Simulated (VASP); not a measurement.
# AgBr (Fm-3m) in VASP: settings compared

Aim: see how the results for AgBr move with the level of theory and the settings. Levels: r2SCAN, PBEsol, LDA. Tasks: single point, relaxation of cell and atoms.

All numbers are computed with VASP 6.6.1; they aren't measurements. Logs are shortened: lines on timing, memory, paths and dates and some standing lists are left out, and cuts for length are marked.

## (1) The cell of the first run

Symmetry: Fm-3m, No. 225, cubic system. The conventional cell has a = 5.786 Å, b = 5.786 Å, c = 5.786 Å, α = 90.00°, β = 90.00°, γ = 90.00°. Within 3.8 Å of Ag (site symmetry m-3m) lie 6 Br at 2.89 Å. Br (site symmetry m-3m) has 6 Ag at 2.89 Å within 3.8 Å.

## (2) Single point, r2SCAN

File POSCAR:

```
AgBr
1.0
    0.0000000000      2.8927623052      2.8927623052
    2.8927623052      0.0000000000      2.8927623052
    2.8927623052      2.8927623052      0.0000000000
Ag Br
1 1
Direct
    0.0000000000      0.0000000000      0.0000000000
    0.5000000000      0.5000000000      0.5000000000
```

File INCAR.step1:

```
PREC = Accurate
ENCUT = 550
ISMEAR = 0
SIGMA = 0.01
LREAL = False
LASPH = True
NELM = 120
NBANDS = 16
GGA = PE
ALGO = Normal
EDIFF = 1E-5
LWAVE = True
LCHARG = False
GGA_COMPAT = False
```

File INCAR.step2:

```
PREC = Accurate
ENCUT = 550
EDIFF = 1E-6
ISMEAR = 0
SIGMA = 0.01
LREAL = False
LASPH = True
NELM = 120
ALGO = Normal
ISIF = 2
LWAVE = False
LCHARG = False
METAGGA = R2SCAN
LMIXTAU = True
NBANDS = 16
ISTART = 1
GGA_COMPAT = False
```

File KPOINTS:

```
regular mesh
0
Gamma
  8 8 8
```

Potentials or basis: VASP PAW PBE potentials, release 64 (Ag, Br).

The run is started by

```bash
cat potpaw_PBE.64/Ag/POTCAR potpaw_PBE.64/Br/POTCAR > POTCAR
cp INCAR.step1 INCAR
mpirun -np 1 vasp_std > vasp.out
cp INCAR.step2 INCAR
mpirun -np 1 vasp_std > vasp.out
```

OUTCAR:

```text
PREC = Accurate
   ENCUT = 550
   EDIFF = 1E-6
   ISMEAR = 0
   LREAL = False
   LASPH = True
   NELM = 120
   ISIF = 2
   METAGGA = R2SCAN
   ISTART = 1

 ion  position               nearest neighbor table
   1  0.000  0.000  0.000-   2 2.89   2 2.89   2 2.89   2 2.89   2 2.89   2 2.89
   2  0.500  0.500  0.500-   1 2.89   1 2.89   1 2.89   1 2.89   1 2.89   1 2.89

  LATTYP: Found a face centered cubic cell.
 ALAT       =     5.7855246104

  Lattice vectors:

 A1 = (   0.0000000000,   2.8927623052,   2.8927623052)
 A2 = (   2.8927623052,   0.0000000000,   2.8927623052)
 A3 = (   2.8927623052,   2.8927623052,   0.0000000000)

Analysis of symmetry for initial positions (statically):
=====================================================================
 Subroutine PRICEL returns:
 Original cell was already a primitive cell.

 Routine SETGRP: Setting up the symmetry group for a
 face centered cubic supercell.

 Subroutine GETGRP returns: Found 48 space group operations
 (whereof 48 operations were pure point group operations)
 out of a pool of 48 trial point group operations.

The static configuration has the point symmetry O_h .

Analysis of symmetry for dynamics (positions and initial velocities):
=====================================================================
 Subroutine PRICEL returns:
 Original cell was already a primitive cell.

 Routine SETGRP: Setting up the symmetry group for a
 face centered cubic supercell.

 Subroutine GETGRP returns: Found 48 space group operations
 (whereof 48 operations were pure point group operations)
 out of a pool of 48 trial point group operations.

The dynamic configuration has the point symmetry O_h .

 Subroutine INISYM returns: Found 48 space group operations
 (whereof 48 operations are pure point group operations),
 and found     1 'primitive' translations

----------------------------------------------------------------------------------------

                                     Primitive cell

  volume of cell :      48.4137

  direct lattice vectors                    reciprocal lattice vectors
     0.000000000  2.892762305  2.892762305    -0.172845173  0.172845173  0.172845173
     2.892762305  0.000000000  2.892762305     0.172845173 -0.172845173  0.172845173
     2.892762305  2.892762305  0.000000000     0.172845173  0.172845173 -0.172845173

  length of vectors
     4.090983685  4.090983685  4.090983685     0.299376621  0.299376621  0.299376621

  position of ions in fractional coordinates (direct lattice)
     0.000000000  0.000000000  0.000000000
     0.500000000  0.500000000  0.500000000

  ion indices of the primitive-cell ions
   primitive index   ion index
                 1           1
                 2           2

----------------------------------------------------------------------------------------

 KPOINTS: regular mesh

Automatic generation of k-mesh.
 Grid dimensions read from file:
 generate k-points for:    8    8    8

 Generating k-lattice:

  Cartesian coordinates                     Fractional coordinates (reciprocal lattice)
    -0.021605647  0.021605647  0.021605647     0.125000000  0.000000000  0.000000000
     0.021605647 -0.021605647  0.021605647     0.000000000  0.125000000  0.000000000
     0.021605647  0.021605647 -0.021605647     0.000000000  0.000000000  0.125000000

  Length of vectors
     0.037422078  0.037422078  0.037422078

  Shift w.r.t. Gamma in fractional coordinates (k-lattice)
     0.000000000  0.000000000  0.000000000

 Subroutine IBZKPT returns following result:
 ===========================================

 Found     29 irreducible k-points:

 Following reciprocal coordinates:
            Coordinates               Weight
  0.000000  0.000000  0.000000      1.000000
  0.125000  0.000000  0.000000      8.000000
  0.250000  0.000000  0.000000      8.000000
  0.375000  0.000000  0.000000      8.000000
  0.500000  0.000000  0.000000      4.000000
  0.125000  0.125000  0.000000      6.000000
[... 16 lines left out ...]
  0.500000  0.250000  0.125000     48.000000
 -0.375000  0.250000  0.125000     24.000000
 [... further k-points ...]
   k-points           NKPTS =     29   k-points in BZ     NKDIM =     29   number of bands    NBANDS=     16
   number of dos      NEDOS =    301   number of ions     NIONS =      2
   total plane-waves  NPLWV =  32768
   dimension x,y,z NGX =    32 NGY =   32 NGZ =   32
   dimension x,y,z NGXF=    64 NGYF=   64 NGZF=   64
   ions per type =               1   1
   NGX,Y,Z   is equivalent  to a cutoff of  13.00, 13.00, 13.00 a.u.
   NGXF,Y,Z  is equivalent  to a cutoff of  26.01, 26.01, 26.01 a.u.
 SYSTEM =  unknown system
   PREC   = accura    normal or accurate (medium, high low for compatibility)
   ISTART =      1    job   : 0-new  1-cont  2-samecut
   ICHARG =      0    charge: 1-file 2-atom 10-const
   ISPIN  =      1    spin polarized calculation?
   LNONCOLLINEAR =      F non collinear calculations
   LSORBIT =      F    spin-orbit coupling
   LASPH  =      T    aspherical Exc in radial PAW
   ENCUT  =  550.0 eV  40.42 Ry    6.36 a.u.   7.82  7.82  7.82*2*pi/ulx,y,z
   NELM   =    120;   NELMIN=  2; NELMDL=  0     # of ELM steps
   EDIFF  = 0.1E-05   stopping-criterion for ELM
   LREAL  =      F    real-space projection
   EDIFFG = 0.1E-04   stopping-criterion for IOM
   NSW    =      0    number of steps for IOM
   IBRION =     -1    ionic relax: 0-MD 1-quasi-New 2-CG
   NFREE  =      0    steps in history (QN), initial steepest desc. (CG)
   ISIF   =      2    stress and relaxation
   ISYM   =      2    0-nonsym 1-usesym 2-fastsym
   POTIM  = 0.5000    time-step for ionic-motion
   TEBEG  =    0.0;   TEEND  =   0.0 temperature during run
   PSTRESS=    0.0 pullay stress
   NELECT =      18.0000    total number of electrons
   NUPDOWN=      -1.0000    fix difference up-down
   EMIN   =  10.00;   EMAX   =-10.00  energy-range for DOS
   EFERMI =   0.00;   METHOD = LEGACY
   ISMEAR =     0;   SIGMA  =   0.01  broadening in eV -4-tet -1-fermi 0-gaus
   EFERMI_NEDOS =   21; number of points for ismear=-14 and -15
   IALGO  =     38    algorithm
   IMIX   =      4    mixing-type and parameters
     AMIX     =   0.40;   BMIX     =  1.00
     AMIX_MAG =   1.60;   BMIX_MAG =  1.00
  volume/ion in A,a.u.               =      24.21       163.36
  Fermi-wavevector in a.u.,A,eV,Ry     =   1.177180  2.224548 18.854315  1.385753
  Thomas-Fermi vector in A             =   2.313531
   LORBIT       =      0    0 simple, 1 ext, 2 COOP (PROOUT), +10 PAW based schemes
   METAGGA = R2SCAN    functional components
   LHFCALC =     F    Hartree Fock is set to
   AEXX    =    0.0000 exact exchange contribution
   IVDW    =     0    specifies the selected vdW correction
   LEPSILON=     F    determine dielectric tensor
   LRPA    =     F    only Hartree local field effects (RPA)
 non-spin polarized calculation
 Gauss-broadening in eV      SIGMA  =   0.01
  energy-cutoff  :      550.00
  volume of cell :       48.41
 maximum number of plane-waves:      1428
   NGX = 15   NGY = 15   NGZ = 15

 number of electron      17.9999999 magnetization

 Free energy of the ion-electron system (eV)
  ---------------------------------------------------
  ext. energy  EPLUGINS =         0.00000000
  ---------------------------------------------------
  free energy    TOTEN  =       -35.51435016 eV

  energy without entropy =      -35.51435016  energy(sigma->0) =      -35.51435016

 E-fermi :   3.1386     XC(G=0): -10.2436

 val. band max:        3.0312192192   @ k =   0.5000   0.0000   0.0000
 cond. band min:       4.2771254537   @ k =   0.0000   0.0000   0.0000
 fundamental gap:      1.2459062345
 Fermi energy:         3.1385572079

 k-point     1 :       0.0000    0.0000    0.0000
  band No.  band energies     occupation
      1     -12.4213      2.00000
      2       0.3517      2.00000
      3       0.3517      2.00000
      4       0.3517      2.00000
      5       0.3592      2.00000
      6       0.3592      2.00000
[... 8 lines left out ...]
     15      15.5916      0.00000
     16      15.5916      0.00000

 k-point     2 :       0.1250    0.0000    0.0000
  band No.  band energies     occupation
      1     -12.3636      2.00000
      2      -0.0744      2.00000
      3      -0.0744      2.00000
      4      -0.0202      2.00000
      5       0.3923      2.00000
      6       0.3923      2.00000
[... 8 lines left out ...]
     15      14.5941      0.00000
     16      14.9828      0.00000

 k-point     3 :       0.2500    0.0000    0.0000
  band No.  band energies     occupation
      1     -12.2187      2.00000
      2      -1.0058      2.00000
      3      -0.6024      2.00000
      4      -0.6024      2.00000
      5       0.4906      2.00000
      6       0.4906      2.00000
[... 8 lines left out ...]
     15      14.9790      0.00000
     16      14.9790      0.00000

 k-point     4 :       0.3750    0.0000    0.0000
  band No.  band energies     occupation
      1     -12.0646      2.00000
      2      -1.8077      2.00000
      3      -0.9523      2.00000
      4      -0.9523      2.00000
      5       0.5922      2.00000
      6       0.5922      2.00000
[... 8 lines left out ...]
     15      16.0584      0.00000
     16      16.0584      0.00000
[... 324 lines left out ...]
 k-point    22 :       0.3750    0.2500    0.1250
  band No.  band energies     occupation
      1     -12.1275      2.00000
      2      -1.4229      2.00000
      3      -0.6632      2.00000
      4      -0.2735      2.00000
      5       0.4413      2.00000
      6       0.5776      2.00000
[... 8 lines left out ...]
     15      17.0925      0.00000
     16      17.7308      0.00000

 k-point    23 :       0.5000    0.2500    0.1250
  band No.  band energies     occupation
      1     -12.0156      2.00000
      2      -1.6275      2.00000
      3      -0.9524      2.00000
      4      -0.6679      2.00000
      5       0.5302      2.00000
      6       0.6421      2.00000
[... 8 lines left out ...]
     15      17.4380      0.00000
     16      17.7158      0.00000

 k-point    24 :      -0.3750    0.2500    0.1250
  band No.  band energies     occupation
      1     -11.9679      2.00000
      2      -1.6875      2.00000
      3      -0.9787      2.00000
      4      -0.9550      2.00000
      5       0.5915      2.00000
      6       0.6421      2.00000
[... 8 lines left out ...]
     15      16.2810      0.00000
     16      18.0074      0.00000

 [... further k-points ...]

------------------------ aborting loop because EDIFF is reached ----------------------------------------

  FORCE on cell =-STRESS in cart. coord.  units (eV):
  Direction    XX          YY          ZZ          XY          YZ          ZX
  --------------------------------------------------------------------------------------
  -------------------------------------------------------------------------------------
  Total       -0.0196949     -0.0196949     -0.0196949     -0.0000000      0.0000000     -0.0000000
  in kB       -0.6517722     -0.6517722     -0.6517722     -0.0000000      0.0000000     -0.0000000
  external PRESSURE =      -0.6517722 kB  Pullay stress =       0.0000000 kB

 VOLUME and BASIS-vectors are now :
 -----------------------------------------------------------------------------
  energy-cutoff  :      550.00
  volume of cell :       48.41
      direct lattice vectors                 reciprocal lattice vectors
     0.000000000  2.892762305  2.892762305    -0.172845173  0.172845173  0.172845173
     2.892762305  0.000000000  2.892762305     0.172845173 -0.172845173  0.172845173
     2.892762305  2.892762305  0.000000000     0.172845173  0.172845173 -0.172845173

 POSITION                                       TOTAL-FORCE (eV/Angst)
 -----------------------------------------------------------------------------------
      0.00000      0.00000      0.00000        -0.000000      0.000000      0.000000
      2.89276      2.89276      2.89276         0.000000     -0.000000     -0.000000
 -----------------------------------------------------------------------------------
    total drift:                                0.000000     -0.000000     -0.000000

  FREE ENERGIE OF THE ION-ELECTRON SYSTEM (eV)
  ---------------------------------------------------
  free  energy   TOTEN  =       -35.5143501566 eV

  energy  without entropy=      -35.5143501566  energy(sigma->0) =      -35.51435016
```

Run time: 74 s. Hardware: 1 thread of Intel Xeon Platinum 8488C (Sapphire Rapids), shared host; peak memory 0.19 GiB.

Results:

```yaml
Free_energy: -35.5144 eV
Pressure: -0.1 GPa
Band_gap_on_the_k_mesh: 1.25 eV, indirect (least direct gap 3.19 eV)
```

Levels at points of the mesh, in eV from the valence-band top:
```
           k point  band 5  band 6  band 7  band 8  band 9  band 10  band 11  band 12  band 13  band 14
(0.00, 0.00, 0.00)   -2.67   -2.67   -1.94   -1.94   -1.94     1.25    10.42    10.42    10.42    11.65
(0.50, 0.00, 0.00)   -2.40   -2.40   -2.06    0.00    0.00     4.31     7.08     7.41     7.41    12.74
(0.50, 0.50, 0.00)   -2.81   -2.52   -2.30   -2.30   -2.19     2.19     7.45     9.61    11.77    11.77
```

Caveat: the PAW data sets were made with another functional, which shifts forces and pressure a little. A k mesh can miss the band edges.

## (3) Relaxation of cell and atoms, PBEsol

This run uses another cell than the first one, of 24.94 Å³/atom, 1.030 times its volume.

File INCAR:

```
SYSTEM = AgBr
ALGO = Normal
EDIFF = 1E-7
EDIFFG = -0.005
ENCUT = 500
GGA = PS
GGA_COMPAT = .False.
IBRION = 2
ISIF = 3
ISMEAR = -1
LASPH = .True.
LCHARG = .False.
LREAL = .False.
LWAVE = .False.
NELM = 120
NELMIN = 4
NSW = 80
PREC = Accurate
SIGMA = 0.02
```

File KPOINTS:

```
k-points
0
Gamma
  8 8 8
  0 0 0
```

File POSCAR:

```
AgBr
1.0
    0.0000000000      2.9216612931      2.9216612931
    2.9216612931      0.0000000000      2.9216612931
    2.9216612931      2.9216612931      0.0000000000
Ag Br
1 1
Direct
    0.0000000000      0.0000000000      0.0000000000
    0.5000000000      0.5000000000      0.5000000000
```

Potentials or basis: VASP PAW PBE potentials, release 64 (Ag, Br).

The run is started by

```bash
cat potpaw_PBE.64/Ag/POTCAR potpaw_PBE.64/Br/POTCAR > POTCAR
mpirun -np 1 vasp_std > vasp.out
```

OUTCAR:

```text
SYSTEM = AgBr
   EDIFF = 1E-7
   EDIFFG = -0.005
   ENCUT = 500
   GGA = PS
   IBRION = 2
   ISIF = 3
   ISMEAR = -1
   LASPH = .True.
   LREAL = .False.
   NELM = 120
   NELMIN = 4
   NSW = 80
   PREC = Accurate

 ion  position               nearest neighbor table
   1  0.000  0.000  0.000-   2 2.92   2 2.92   2 2.92   2 2.92   2 2.92   2 2.92
   2  0.500  0.500  0.500-   1 2.92   1 2.92   1 2.92   1 2.92   1 2.92   1 2.92

  LATTYP: Found a face centered cubic cell.
 ALAT       =     5.8433225862

  Lattice vectors:

 A1 = (   0.0000000000,   2.9216612931,   2.9216612931)
 A2 = (   2.9216612931,   0.0000000000,   2.9216612931)
 A3 = (   2.9216612931,   2.9216612931,   0.0000000000)

Analysis of symmetry for initial positions (statically):
=====================================================================
 Subroutine PRICEL returns:
 Original cell was already a primitive cell.

[... 187 lines left out ...]
      8       1.1019      2.00000
      9       1.1019      2.00000
     10       3.3840      0.00001
     11      12.6836      0.00000
     12      12.6836      0.00000
     13      12.6836      0.00000
[... 439 lines left out ...]
--------------------------------------- Ionic step        3  -------------------------------------------

 number of electron      17.9999997 magnetization

 Free energy of the ion-electron system (eV)
  ---------------------------------------------------
  ext. energy  EPLUGINS =         0.00000000
  ---------------------------------------------------
  free energy    TOTEN  =        -5.69927350 eV

  energy without entropy =       -5.69927348  energy(sigma->0) =       -5.69927349

 E-fermi :   4.2168     XC(G=0): -10.2683

 val. band max:        3.9453038431   @ k =   0.5000   0.0000   0.0000
 cond. band min:       4.4434470404   @ k =   0.0000   0.0000   0.0000
 fundamental gap:      0.4981431974
 Fermi energy:         4.2168181393

 k-point     1 :       0.0000    0.0000    0.0000
  band No.  band energies     occupation
      1     -11.4056      2.00000
      2       0.9617      2.00000
      3       0.9617      2.00000
      4       0.9617      2.00000
      5       0.9620      2.00000
      6       0.9620      2.00000
      7       1.8658      2.00000
      8       1.8658      2.00000
      9       1.8658      2.00000
     10       4.4434      0.00002
     11      13.7462      0.00000
     12      13.7462      0.00000
     13      13.7462      0.00000
[... 397 lines left out ...]
  FREE ENERGIE OF THE ION-ELECTRON SYSTEM (eV)
  ---------------------------------------------------
  free  energy   TOTEN  =        -5.6992735045 eV

  energy  without entropy=       -5.6992734789  energy(sigma->0) =       -5.69927349

 reached required accuracy - stopping structural energy minimisation
```

Run time: 42 s. Hardware: 1 thread of Intel Xeon Platinum 8488C (Sapphire Rapids), shared host; peak memory 0.18 GiB.

What came out:

```
Free energy                            : -5.6993 eV
Relaxed volume                         : 22.82 Å³/atom
Relaxed cell                           : a = 4.011 Å, b = 4.011 Å, c = 4.011 Å, α = 60.00°, β = 60.00°, γ = 60.00°
Space group after relaxing (to 0.05 Å) : Fm-3m (No. 225)
Energy gained by relaxing              : 26.7 meV/atom
Ionic steps                            : 3
Pressure after relaxing                : 0.0 GPa
Band gap on the k mesh                 : 0.50 eV, indirect (least direct gap 2.58 eV)
```

The path:
| step | energy change (eV) | largest force (eV/Å) | pressure (GPa) | volume (Å³) |
| --- | --- | --- | --- | --- |
| 1 | 0.0000 | 0.0000 | -3.66 | 49.88 |
| 2 | -0.0532 | 0.0000 | -0.28 | 45.88 |
| 3 | -0.0534 | 0.0000 | -0.01 | 45.64 |

Final structure:
```cif
data_structure
_symmetry_space_group_name_H-M 'P 1'
_symmetry_Int_Tables_number 1
_cell_length_a 4.0112
_cell_length_b 4.0112
_cell_length_c 4.0112
_cell_angle_alpha 60.000
_cell_angle_beta 60.000
_cell_angle_gamma 60.000
_cell_volume 45.64
loop_
_atom_site_label
_atom_site_type_symbol
_atom_site_fract_x
_atom_site_fract_y
_atom_site_fract_z
_atom_site_occupancy
Ag1 Ag 0.00000 0.00000 0.00000 1
Br1 Br 0.50000 0.50000 0.50000 1
```

Caveat: the PAW data sets were made with another functional, which shifts forces and pressure a little. Expect the measured gap to be larger: semilocal functionals such as PBEsol lack the derivative discontinuity.

(Continued in part 2 of 2.)
